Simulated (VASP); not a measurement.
Here is a VASP 6.6.1 calculation.

INCAR

```
ALGO = Normal
EDIFF = 1E-6
ENCUT = 600
GGA = PS
GGA_COMPAT = False
ISIF = 2
ISMEAR = -1
LASPH = True
LCHARG = False
LREAL = False
LWAVE = False
NBANDS = 16
NELM = 120
PREC = Accurate
SIGMA = 0.05
```

KPOINTS

```
k-points
0
Gamma
  17 17 17
```

The input POSCAR:

```
GaN
1.0
    0.0000000000      1.8909468794      1.8909468794
    1.8909468794      0.0000000000      1.8909468794
    1.8909468794      1.8909468794      0.0000000000
Ga N
1 1
Direct
    0.0000000000      0.0000000000      0.0000000000
    0.5000000000      0.5000000000      0.5000000000
```

Potentials or basis: VASP PAW PBE potentials, release 64 (Ga_d, N).

The run is started by

```sh
$ cat potpaw_PBE.64/Ga_d/POTCAR potpaw_PBE.64/N/POTCAR > POTCAR
$ mpirun -np 1 vasp_std > vasp.out
```

(1) What does it give for the band gap on the k mesh?

(2) Predict the pressure.

Results:

(1) 2.98 eV, indirect (least direct gap 6.13 eV).

(2) 159.8 GPa.

Caveat: the PAW data sets were made with another functional, which shifts forces and pressure a little.
